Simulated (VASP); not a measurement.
# ZrCdF4 (P4/mmm) in VASP: single point with PBE

Aim: the single point of ZrCdF4 with PBE.

Program: VASP 6.6.1. These are calculated values, not measurements. Logs are shortened: lines on timing, memory, paths and dates and some standing lists are left out, and cuts for length are marked.

### 1 The cell of the first run

It takes space group P4/mmm (No. 123, tetragonal). Conventional cell: a = 3.999 Å, b = 3.999 Å, c = 7.282 Å, α = 90.00°, β = 90.00°, γ = 90.00°. Zr (site symmetry 4/mmm) has 16 F at 3.07 to 4.15 Å and 4 Zr at 4.00 Å within 4.2 Å. Cd (site symmetry 4/mmm) has 6 F at 2.00 to 2.44 Å within 2.6 Å. F (site symmetry 4mm) has 5 F at 2.40 to 3.16 Å and 1 Cd at 2.44 Å and 4 Zr at 3.07 Å within 3.2 Å. F (site symmetry mmm) has 2 Cd at 2.00 Å within 2.6 Å.

### 2 Single point, PBE

Input file INCAR:

```
PREC = Accurate ; ENCUT = 520
EDIFF = 1E-7 ; ISMEAR = 0
SIGMA = 0.1 ; LREAL = F
LASPH = T ; NELM = 100
ALGO = Normal ; ISIF = 2
LWAVE = F ; LCHARG = F
GGA = PE ; NBANDS = 35
```

Input file KPOINTS:

```
Automatic mesh
0
Gamma
  10 10 6
```

Input file POSCAR:

```
ZrCdF4
1.0
    3.9990175026      0.0000000000      0.0000000000
    0.0000000000      3.9990175026      0.0000000000
    0.0000000000      0.0000000000      7.2822384421
Zr Cd F
1 1 4
Direct
    0.5000000000      0.5000000000      0.5000000000
    0.0000000000      0.0000000000      0.0000000000
    0.0000000000      0.0000000000      0.6646688100
    0.5000000000      0.0000000000      0.0000000000
    0.0000000000      0.5000000000      0.0000000000
    0.0000000000      0.0000000000      0.3353311900
```

Potentials or basis: VASP PAW PBE potentials, release 64 (Zr_sv, Cd, F).

Command:

```console
> cat potpaw_PBE.64/Zr_sv/POTCAR potpaw_PBE.64/Cd/POTCAR potpaw_PBE.64/F/POTCAR > POTCAR
> mpirun -np 1 vasp_std > vasp.out
```

OUTCAR:

```text
PREC = Accurate
   ENCUT = 520
   EDIFF = 1E-7
   ISMEAR = 0
   LREAL = F
   LASPH = T
   NELM = 100
   ISIF = 2
   GGA = PE

 ion  position               nearest neighbor table
   1  0.500  0.500  0.500-
   2  0.000  0.000  0.000-   4 2.00   5 2.00   5 2.00   4 2.00   3 2.44   6 2.44
   3  0.000  0.000  0.665-   2 2.44
   4  0.500  0.000  0.000-   2 2.00   2 2.00
   5  0.000  0.500  0.000-   2 2.00   2 2.00
   6  0.000  0.000  0.335-   2 2.44

  LATTYP: Found a simple tetragonal cell.
 ALAT       =     3.9990175026
 C/A-ratio  =     1.8210068942

  Lattice vectors:

 A1 = (   3.9990175026,   0.0000000000,   0.0000000000)
 A2 = (   0.0000000000,   3.9990175026,   0.0000000000)
 A3 = (   0.0000000000,   0.0000000000,   7.2822384421)

Analysis of symmetry for initial positions (statically):
=====================================================================
 Subroutine PRICEL returns:
 Original cell was already a primitive cell.

 Routine SETGRP: Setting up the symmetry group for a
 simple tetragonal supercell.

 Subroutine GETGRP returns: Found 16 space group operations
 (whereof 16 operations were pure point group operations)
 out of a pool of 16 trial point group operations.

The static configuration has the point symmetry D_4h.

Analysis of symmetry for dynamics (positions and initial velocities):
=====================================================================
 Subroutine PRICEL returns:
 Original cell was already a primitive cell.

 Routine SETGRP: Setting up the symmetry group for a
 simple tetragonal supercell.

 Subroutine GETGRP returns: Found 16 space group operations
 (whereof 16 operations were pure point group operations)
 out of a pool of 16 trial point group operations.

The dynamic configuration has the point symmetry D_4h.

 Subroutine INISYM returns: Found 16 space group operations
 (whereof 16 operations are pure point group operations),
 and found     1 'primitive' translations

----------------------------------------------------------------------------------------

                                     Primitive cell

  volume of cell :     116.4586

[... 95 lines left out ...]
   NELM   =    100;   NELMIN=  2; NELMDL= -5     # of ELM steps
   EDIFF  = 0.1E-06   stopping-criterion for ELM
   LREAL  =      F    real-space projection
   EDIFFG = 0.1E-05   stopping-criterion for IOM
   NSW    =      0    number of steps for IOM
   IBRION =     -1    ionic relax: 0-MD 1-quasi-New 2-CG
   NFREE  =      0    steps in history (QN), initial steepest desc. (CG)
   ISIF   =      2    stress and relaxation
   ISYM   =      2    0-nonsym 1-usesym 2-fastsym
   POTIM  = 0.5000    time-step for ionic-motion
   TEBEG  =    0.0;   TEEND  =   0.0 temperature during run
   PSTRESS=    0.0 pullay stress
   NELECT =      52.0000    total number of electrons
   NUPDOWN=      -1.0000    fix difference up-down
   EMIN   =  10.00;   EMAX   =-10.00  energy-range for DOS
   EFERMI =   0.00;   METHOD = LEGACY
   ISMEAR =     0;   SIGMA  =   0.10  broadening in eV -4-tet -1-fermi 0-gaus
   EFERMI_NEDOS =   21; number of points for ismear=-14 and -15
   IALGO  =     38    algorithm
   IMIX   =      4    mixing-type and parameters
     AMIX     =   0.40;   BMIX     =  1.00
     AMIX_MAG =   1.60;   BMIX_MAG =  1.00
  volume/ion in A,a.u.               =      19.41       130.98
  Fermi-wavevector in a.u.,A,eV,Ry     =   1.251273  2.364563 21.302429  1.565684
  Thomas-Fermi vector in A             =   2.385228
   LORBIT       =      0    0 simple, 1 ext, 2 COOP (PROOUT), +10 PAW based schemes
   GGA     = PE    functional components
   LHFCALC =     F    Hartree Fock is set to
   AEXX    =    0.0000 exact exchange contribution
   IVDW    =     0    specifies the selected vdW correction
   LEPSILON=     F    determine dielectric tensor
   LRPA    =     F    only Hartree local field effects (RPA)
 non-spin polarized calculation
 Gauss-broadening in eV      SIGMA  =   0.10
  energy-cutoff  :      520.00
  volume of cell :      116.46
 maximum number of plane-waves:      3179
 NGX is ok and might be reduce to    30
   NGX = 15   NGY = 15   NGZ = 27

 number of electron      51.9999944 magnetization

 Free energy of the ion-electron system (eV)
  ---------------------------------------------------
  ext. energy  EPLUGINS =         0.00000000
  ---------------------------------------------------
  free energy    TOTEN  =       -24.20461253 eV

  energy without entropy =      -24.16734368  energy(sigma->0) =      -24.18597810

 E-fermi :   1.3644     XC(G=0):  -8.5424

 val. band max:        1.3642165472   @ k =   0.2000   0.2000   0.1667
 cond. band min:       1.3702454400   @ k =   0.2000   0.2000   0.3333
 fundamental gap:      0.0060288928
 Fermi energy:         1.3644072550

 k-point     1 :       0.0000    0.0000    0.0000
  band No.  band energies     occupation
      1     -49.9327      2.00000
      2     -27.9894      2.00000
      3     -27.7496      2.00000
      4     -27.7496      2.00000
      5     -21.5137      2.00000
      6     -21.2289      2.00000
[... 901 lines left out ...]
     34       8.9823      0.00000
     35      10.7080      0.00000

 [... further k-points ...]

------------------------ aborting loop because EDIFF is reached ----------------------------------------

  FORCE on cell =-STRESS in cart. coord.  units (eV):
  Direction    XX          YY          ZZ          XY          YZ          ZX
  --------------------------------------------------------------------------------------
  -------------------------------------------------------------------------------------
  Total        0.7631208      0.7631208     -0.0301977      0.0000000      0.0000000      0.0000000
  in kB       10.4986232     10.4986232     -0.4154443      0.0000000      0.0000000      0.0000000
  external PRESSURE =       6.8606007 kB  Pullay stress =       0.0000000 kB

 VOLUME and BASIS-vectors are now :
 -----------------------------------------------------------------------------
  energy-cutoff  :      520.00
  volume of cell :      116.46
      direct lattice vectors                 reciprocal lattice vectors
     3.999017503  0.000000000  0.000000000     0.250061421  0.000000000  0.000000000
     0.000000000  3.999017503  0.000000000     0.000000000  0.250061421  0.000000000
     0.000000000  0.000000000  7.282238442     0.000000000  0.000000000  0.137320414

 POSITION                                       TOTAL-FORCE (eV/Angst)
 -----------------------------------------------------------------------------------
      1.99951      1.99951      3.64112        -0.000000     -0.000000      0.000000
      0.00000      0.00000      0.00000        -0.000000     -0.000000      0.000000
      0.00000      0.00000      4.84028         0.000000      0.000000     -0.019249
      1.99951      0.00000      0.00000        -0.000000     -0.000000      0.000000
      0.00000      1.99951      0.00000        -0.000000     -0.000000      0.000000
      0.00000      0.00000      2.44196        -0.000000      0.000000      0.019249
 -----------------------------------------------------------------------------------
    total drift:                                0.000000     -0.000000      0.000000

  FREE ENERGIE OF THE ION-ELECTRON SYSTEM (eV)
  ---------------------------------------------------
  free  energy   TOTEN  =       -24.2046125250 eV

  energy  without entropy=      -24.1673436844  energy(sigma->0) =      -24.18597810
```

Wall time 3.5 min (1 thread of Intel Xeon 6975P-C (Granite Rapids), shared host); peak memory 0.43 GiB.

What came out:

```yaml
Free_energy: -24.2046 eV
Pressure: 0.7 GPa
Largest_force: 0.019 eV/Å
Band_gap_on_the_k_mesh: zero (bands 26 and 27 overlap by 0.87 eV)
```

Forces in eV/Å, atoms in the order of the input:
```
Zr   0.000  0.000  0.000
Cd   0.000  0.000  0.000
F    0.000  0.000 -0.019
F    0.000  0.000  0.000
F    0.000  0.000  0.000
F    0.000  0.000  0.019
```

Levels at points of the mesh, in eV from the Fermi level:
```
           k point  band 24  band 25  band 26  band 27  band 28  band 29
(0.00, 0.00, 0.00)    -3.14    -2.87    -0.99    -0.65    -0.06     0.78
(0.50, 0.00, 0.00)    -2.61    -2.01    -0.33    -0.04     0.31     0.56
(0.50, 0.50, 0.00)    -2.56     0.21     0.22     0.54     0.54     0.54
(0.00, 0.00, 0.50)    -3.14    -2.80    -0.98    -0.41     0.14     0.78
(0.50, 0.00, 0.50)    -2.61    -1.58    -0.32    -0.07     0.34     0.56
(0.50, 0.50, 0.50)    -2.07     0.17     0.21     0.47     0.53     0.53
```
